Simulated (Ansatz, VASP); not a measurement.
**Two plane-wave programs on Cd3Br2**

INCAR

```
  PREC = Accurate
  ENCUT = 520
  EDIFF = 1E-6
  ISMEAR = 0
  SIGMA = 0.1
  LREAL = False
  LASPH = True
  NELM = 100
  ALGO = Normal
  ISIF = 2
  LWAVE = False
  LCHARG = False
  GGA = PE
  NBANDS = 33
```

The input KPOINTS:

```
Automatic mesh
0
Gamma
  6 6 6
```

File POSCAR:

```
Cd3Br2
1.0
    2.0219622328      1.1673804394      9.3728206005
   -2.0219622328      1.1673804394      9.3728206005
    0.0000000000     -2.3347608787      9.3728206005
Cd Br
3 2
Direct
    0.0000000000      0.0000000000      0.0000000000
    0.2095000000      0.2095000000      0.2095000000
    0.7905000000      0.7905000000      0.7905000000
    0.4000000000      0.4000000000      0.4000000000
    0.6000000000      0.6000000000      0.6000000000
```

Input for Ansatz:

```yaml
crystal:
  lattice:
    - [2.0219622328, 1.1673804394, 9.3728206005]
    - [-2.0219622328, 1.1673804394, 9.3728206005]
    - [0.0, -2.3347608787, 9.3728206005]
  atoms:
    - { symbol: Cd, position: [0.0, 0.0, 0.0] }
    - { symbol: Cd, position: [0.2095, 0.2095, 0.2095] }
    - { symbol: Cd, position: [0.7905, 0.7905, 0.7905] }
    - { symbol: Br, position: [0.4, 0.4, 0.4] }
    - { symbol: Br, position: [0.6, 0.6, 0.6] }
basis:
  ecutwfc: 420
kpoints:
  mp_grid: { grid: [6, 6, 6] }
hamiltonian:
  xc: pbe
scf:
  occupations: { method: gaussian, width: 0.1 }
  lower_state_search: "off"
output:
  forces: true
  stress: true
  eigenvalues: true
```

Alike in both runs: task single point; functional PBE; k mesh 6 × 6 × 6; occupations gaussian, width 0.1 eV; no spin polarisation.

|  | VASP | Ansatz |
| --- | --- | --- |
| version | VASP 6.6.1 | Ansatz 0.2.0 |
| potentials or method | VASP PAW PBE potentials, release 64 (Cd, Br), cutoff 520 eV | scalar-relativistic, plane waves, PAW |
| valence electrons in the cell | 50 | 74 |

```csv
,VASP,Ansatz,Ansatz less VASP
gap on the k mesh at the Fermi level (eV),none,none,-
pressure (GPa),5.2,5.0,-0.18
"traceless stress, the component that is largest in VASP (GPa)",0.35,0.33,-0.014
rms of the force components (eV/Å),0.530,0.523,-0.0071
```

Atom by atom the forces differ by 0.008 eV/Å (rms over components). A gap of «none» marks a metal or a gap that the smearing closes. The functional is the same, so the differences come from potentials, cutoffs and numerics. VASP's potentials hold 50 valence electrons a cell and Ansatz's 74, so a difference there can come from the potentials and not from the codes.
